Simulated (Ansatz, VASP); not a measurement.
## Ta2Si3 in VASP and in Ansatz

The input INCAR:

```
PREC = Accurate
ENCUT = 520
EDIFF = 1E-7
ISMEAR = 0
SIGMA = 0.1
LREAL = F
LASPH = T
NELM = 60
ALGO = Normal
ISIF = 2
LWAVE = F
LCHARG = T
GGA = PE
LELF = T
LVHAR = T
NBANDS = 25
```

The input KPOINTS:

```
Automatic mesh
0
Gamma
  4 4 4
```

POSCAR

```
Ta2Si3
1.0
    4.3481968700      0.0000000000      0.0000000000
    0.0000000000      4.3481968700      0.0000000000
    0.0000000000      0.0000000000      4.4233519300
Ta Si
2 3
Direct
    0.0000000000      0.5000000000      0.5000000000
    0.5000000000      0.0000000000      0.5000000000
    0.5000000000      0.5000000000      0.0000000000
    0.5000000000      0.5000000000      0.5000000000
    0.0000000000      0.0000000000      0.0000000000
```

Input for Ansatz:

```yaml
crystal:
  lattice:
    - [4.34819687, 0.0, 0.0]
    - [0.0, 4.34819687, 0.0]
    - [0.0, 0.0, 4.42335193]
  atoms:
    - { symbol: Ta, position: [0.0, 0.5, 0.5] }
    - { symbol: Ta, position: [0.5, 0.0, 0.5] }
    - { symbol: Si, position: [0.5, 0.5, 0.0] }
    - { symbol: Si, position: [0.5, 0.5, 0.5] }
    - { symbol: Si, position: [0.0, 0.0, 0.0] }
basis:
  ecutwfc: 420
kpoints:
  mp_grid: { grid: [4, 4, 4] }
hamiltonian:
  xc: pbe
scf:
  occupations: { method: gaussian, width: 0.1 }
  lower_state_search: "off"
output:
  forces: true
  stress: true
  eigenvalues: true
```

Alike in both runs: task single point; functional PBE; k mesh 4 × 4 × 4; occupations gaussian, width 0.1 eV; no spin polarisation.

```csv
,VASP,Ansatz
version,VASP 6.6.1,Ansatz 0.2.0
potentials or method,"VASP PAW PBE potentials, release 64 (Ta_pv, Si), cutoff 520 eV","scalar-relativistic, plane waves, PAW"
valence electrons in the cell,34,38
```

VASP gave:

- gap on the k mesh at the Fermi level (eV): none
- pressure (GPa): 22.6
- traceless stress, the component that is largest in VASP (GPa): -29.40

**Question.** Which values does Ansatz return?

**Answer.** gap on the k mesh at the Fermi level (eV): none; pressure (GPa): 22.5; traceless stress, the component that is largest in VASP (GPa): -29.25.

A gap of «none» marks a metal or a gap that the smearing closes. With one functional, cell and mesh, what is left measures potentials, basis and numerics. VASP's potentials hold 34 valence electrons a cell and Ansatz's 38, so a difference there can come from the potentials and not from the codes.

The k mesh is coarse, so the values compare programs but aren't converged. Spin-orbit coupling is off throughout.
